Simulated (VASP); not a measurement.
# Ta4N in VASP: relaxation of the atoms with PBE

Aim: the relaxation of the atoms of Ta4N with PBE.

All numbers are computed with VASP 6.6.1; they aren't measurements. Logs are shortened: lines on timing, memory, paths and dates and some standing lists are left out, and cuts for length are marked.

**1. The cell of the first run**

The cell holds a slab with vacuum, 5 atoms: a = 3.319 Å, b = 3.319 Å, c = 20.300 Å, α = 90.00°, β = 90.00°, γ = 90.00°.

**2. Relaxation of the atoms, PBE**

INCAR reads:

```
  PREC = Accurate
  ENCUT = 520
  EDIFF = 1E-6
  ISMEAR = 0
  SIGMA = 0.1
  LREAL = False
  LASPH = True
  NELM = 100
  ALGO = Normal
  ISIF = 2
  LWAVE = False
  LCHARG = False
  LDIPOL = True
  IDIPOL = 3
  DIPOL = 0.5 0.5 0.345
  GGA = PE
  IBRION = 2
  NSW = 36
  EDIFFG = -0.025
```

KPOINTS reads:

```
Automatic mesh
0
Gamma
  8 8 1
```

POSCAR reads:

```
Ta4N
1.0
    3.3189671338      0.0000000000      0.0000000000
    0.0000000000      3.3189671338      0.0000000000
    0.0000000000      0.0000000000     20.2996559829
Ta N
4 1
Selective dynamics
Direct
    0.5000000000      0.5000000000      0.1970476743  F F F
    0.0000000000      0.0000000000      0.2787970186  F F F
    0.5000000000      0.5000000000      0.3599139064  F F F
    0.0000000000      0.0000000000      0.4334879365  F F F
    0.5000000000      0.5000000000      0.4541779423  F F T
```

Potentials or basis: VASP PAW PBE potentials, release 64 (Ta_pv, N).

Run with:

```bash
cat potpaw_PBE.64/Ta_pv/POTCAR potpaw_PBE.64/N/POTCAR > POTCAR
mpirun -np 1 vasp_std > vasp.out
```

OUTCAR:

```text
PREC = Accurate
   ENCUT = 520
   EDIFF = 1E-6
   ISMEAR = 0
   LREAL = False
   LASPH = True
   NELM = 100
   ISIF = 2
   GGA = PE
   IBRION = 2
   NSW = 36
   EDIFFG = -0.025

 ion  position               nearest neighbor table
   1  0.500  0.500  0.197-   2 2.87   2 2.87   2 2.87   2 2.87   3 3.31
   2  0.000  0.000  0.279-   3 2.87   3 2.87   3 2.87   3 2.87   1 2.87   1 2.87   1 2.87   1 2.87
                             4 3.14
   3  0.500  0.500  0.360-   5 1.91   4 2.78   4 2.78   4 2.78   4 2.78   2 2.87   2 2.87   2 2.87
                             2 2.87   1 3.31
   4  0.000  0.000  0.433-   5 2.38   5 2.38   5 2.38   5 2.38   3 2.78   3 2.78   3 2.78   3 2.78
                             2 3.14
   5  0.500  0.500  0.454-   3 1.91   4 2.38   4 2.38   4 2.38   4 2.38

  LATTYP: Found a simple tetragonal cell.
 ALAT       =     3.3189671338
 C/A-ratio  =     6.1162570054

  Lattice vectors:

 A1 = (   3.3189671338,   0.0000000000,   0.0000000000)
 A2 = (   0.0000000000,   3.3189671338,   0.0000000000)
 A3 = (   0.0000000000,   0.0000000000,  20.2996559829)

Analysis of symmetry for initial positions (statically):
=====================================================================
 Subroutine PRICEL returns:
 Original cell was already a primitive cell.

 Routine SETGRP: Setting up the symmetry group for a
 simple tetragonal supercell.

 Subroutine GETGRP returns: Found  8 space group operations
 (whereof  8 operations were pure point group operations)
 out of a pool of 16 trial point group operations.

The static configuration has the point symmetry C_4v.

Analysis of symmetry for dynamics (positions and initial velocities):
=====================================================================
 Subroutine PRICEL returns:
 Original cell was already a primitive cell.

 Routine SETGRP: Setting up the symmetry group for a
 simple tetragonal supercell.

 Subroutine GETGRP returns: Found  8 space group operations
 (whereof  8 operations were pure point group operations)
 out of a pool of 16 trial point group operations.

The dynamic configuration has the point symmetry C_4v.

Analysis of constrained symmetry for selective dynamics:
=====================================================================
 Subroutine PRICEL returns:
 Original cell was already a primitive cell.
[... 132 lines left out ...]
   IVDW    =     0    specifies the selected vdW correction
   LEPSILON=     F    determine dielectric tensor
   LRPA    =     F    only Hartree local field effects (RPA)
 conjugate gradient relaxation of ions
 non-spin polarized calculation
 Gauss-broadening in eV      SIGMA  =   0.10
  energy-cutoff  :      520.00
  volume of cell :      223.61
 maximum number of plane-waves:      6059
 NGX is ok and might be reduce to    28
   NGX = 13   NGY = 13   NGZ = 75

--------------------------------------- Ionic step        1  -------------------------------------------

 number of electron      48.9999995 magnetization

 Free energy of the ion-electron system (eV)
  ---------------------------------------------------
  ext. energy  EPLUGINS =         0.00000000
  ---------------------------------------------------
  free energy    TOTEN  =       -53.59093840 eV

  energy without entropy =      -53.57972306  energy(sigma->0) =      -53.58533073

------------------------ aborting loop because EDIFF is reached ----------------------------------------

 vacuum level on the upper side and lower side of the slab       (xc-potential included)        -0.395        -0.025

  FORCE on cell =-STRESS in cart. coord.  units (eV):
  Direction    XX          YY          ZZ          XY          YZ          ZX
  --------------------------------------------------------------------------------------
  -------------------------------------------------------------------------------------
  Total       -7.4836050     -7.4836050      9.7049872      0.0000000      0.0000000      0.0000000
  in kB      -53.6200059    -53.6200059     69.5362019      0.0000000      0.0000000      0.0000000
  external PRESSURE =     -12.5679366 kB  Pullay stress =       0.0000000 kB
[... 20 lines left out ...]
  FREE ENERGIE OF THE ION-ELECTRON SYSTEM (eV)
  ---------------------------------------------------
  free  energy   TOTEN  =       -53.5909383959 eV

  energy  without entropy=      -53.5797230565  energy(sigma->0) =      -53.58533073

 dipolmoment           0.000000      0.000000     -0.037739 electrons x Angstroem

--------------------------------------- Ionic step        2  -------------------------------------------

 number of electron      48.9999996 magnetization

------------------------ aborting loop because EDIFF is reached ----------------------------------------
[... 34 lines left out ...]
--------------------------------------- Ionic step        3  -------------------------------------------

 number of electron      48.9999995 magnetization

 dipolmoment           0.000000      0.000000      0.012690 electrons x Angstroem

 Free energy of the ion-electron system (eV)
  ---------------------------------------------------
  ext. energy  EPLUGINS =         0.00000000
  ---------------------------------------------------
  free energy    TOTEN  =       -53.81187362 eV

  energy without entropy =      -53.80316197  energy(sigma->0) =      -53.80751779

 E-fermi :  -0.4479     XC(G=0):  -5.3889

 val. band max:       -0.5073434166   @ k =   0.0000   0.0000   0.0000
 cond. band min:      -0.4029445745   @ k =   0.0000   0.0000   0.0000
 fundamental gap:      0.1043988420
 Fermi energy:        -0.4479454060

 k-point     1 :       0.0000    0.0000    0.0000
  band No.  band energies     occupation
      1     -35.7665      2.00000
      2     -35.7665      2.00000
      3     -35.5891      2.00000
      4     -35.2821      2.00000
      5     -35.1004      2.00000
      6     -35.1004      2.00000
[... 469 lines left out ...]
     28       1.7089      0.00000
     29       1.8438      0.00000

------------------------ aborting loop because EDIFF is reached ----------------------------------------

 vacuum level on the upper side and lower side of the slab       (xc-potential included)         0.100        -0.102

  FORCE on cell =-STRESS in cart. coord.  units (eV):
  Direction    XX          YY          ZZ          XY          YZ          ZX
  --------------------------------------------------------------------------------------
  -------------------------------------------------------------------------------------
  Total       -8.6953316     -8.6953316      4.2100681      0.0000000      0.0000000      0.0000000
  in kB      -62.3020230    -62.3020230     30.1651246      0.0000000      0.0000000      0.0000000
  external PRESSURE =     -31.4796404 kB  Pullay stress =       0.0000000 kB
[... 20 lines left out ...]
  FREE ENERGIE OF THE ION-ELECTRON SYSTEM (eV)
  ---------------------------------------------------
  free  energy   TOTEN  =       -53.8118736237 eV

  energy  without entropy=      -53.8031619658  energy(sigma->0) =      -53.80751779

 reached required accuracy - stopping structural energy minimisation

 vacuum level on the upper side and lower side of the slab         3.824         3.617
```

OSZICAR:

```text
N       E                     dE             d eps       ncg     rms          rms(c)
DAV:   1     0.394299713672E+03    0.39430E+03   -0.26995E+04  1118   0.145E+03
DAV:   2    -0.349704386727E+02   -0.42927E+03   -0.42115E+03  1059   0.377E+02
DAV:   3    -0.600355981793E+02   -0.25065E+02   -0.24193E+02  1083   0.796E+01
DAV:   4    -0.612815809719E+02   -0.12460E+01   -0.12185E+01  1228   0.152E+01
[... 48 lines left out ...]
DAV:   3    -0.538120914258E+02   -0.18510E-03   -0.11902E-03  1183   0.197E-01    0.607E-02
DAV:   4    -0.538118849060E+02    0.20652E-03   -0.10911E-03  1215   0.189E-01    0.267E-02
DAV:   5    -0.538118738611E+02    0.11045E-04   -0.76586E-05  1066   0.539E-02    0.610E-03
DAV:   6    -0.538118736427E+02    0.21834E-06   -0.13693E-05  1036   0.193E-02    0.452E-03
DAV:   7    -0.538118736237E+02    0.19058E-07   -0.13385E-06   736   0.740E-03
   3 F= -.53811874E+02 E0= -.53807518E+02  d E =-.220935E+00
```

CONTCAR:

```text
Ta4N
   1.00000000000000
     3.3189671338000002    0.0000000000000000    0.0000000000000000
     0.0000000000000000    3.3189671338000002    0.0000000000000000
     0.0000000000000000    0.0000000000000000   20.2996559828999992
  Ta              N
     4     1
Selective dynamics
Direct
     0.5000000000000000    0.5000000000000000    0.1970476743000020   F   F   F
     0.0000000000000000    0.0000000000000000    0.2787970186000024   F   F   F
     0.5000000000000000    0.5000000000000000    0.3599139064000028   F   F   F
     0.0000000000000000    0.0000000000000000    0.4334879365000006   F   F   F
     0.5000000000000000    0.5000000000000000    0.4615329385536943   F   F   T

  0.00000000E+00  0.00000000E+00  0.00000000E+00
  0.00000000E+00  0.00000000E+00  0.00000000E+00
  0.00000000E+00  0.00000000E+00  0.00000000E+00
  0.00000000E+00  0.00000000E+00  0.00000000E+00
  0.00000000E+00  0.00000000E+00  0.00000000E+00
```

It took 8.8 min on 1 thread of Oxide Virtual Turin-like, shared host; peak memory 0.36 GiB.

What came out:

```
Free energy               : -53.8119 eV
Energy gained by relaxing : 44.2 meV/atom
Ionic steps               : 3
Band gap on the k mesh    : zero (an odd number of electrons rules out a gap without spin polarisation)
```

The path:
| step | energy change (eV) | largest force on free atoms (eV/Å) | pressure (GPa) |
| --- | --- | --- | --- |
| 1 | 0.0000 | 3.2021 | -1.26 |
| 2 | -0.2207 | 0.0849 | -3.20 |
| 3 | -0.2209 | 0.0015 | -3.15 |

Final structure:
```
CELL_PARAMETERS angstrom
3.31897 0.00000 0.00000
0.00000 3.31897 0.00000
0.00000 0.00000 20.29966
ATOMIC_POSITIONS crystal
Ta 0.50000 0.50000 0.19705
Ta 0.00000 0.00000 0.27880
Ta 0.50000 0.50000 0.35991
Ta 0.00000 0.00000 0.43349
N 0.50000 0.50000 0.46153
```

Levels at points of the mesh, in eV from the Fermi level:
| k point | band 22 | band 23 | band 24 | band 25 | band 26 | band 27 |
| --- | --- | --- | --- | --- | --- | --- |
| (0.00, 0.00, 0.00) | -0.19 | -0.06 | 0.05 | 0.22 | 0.22 | 0.57 |
| (0.50, 0.00, 0.00) | -0.76 | -0.69 | -0.13 | 0.18 | 0.50 | 1.17 |
| (0.50, 0.50, 0.00) | -1.69 | -1.69 | -0.47 | -0.47 | 1.89 | 2.16 |

Caveat: spin-orbit coupling is left out, which moves the levels of the heavy elements.

The gap in the log of VASP goes by the Fermi energy; the results here count the filled bands.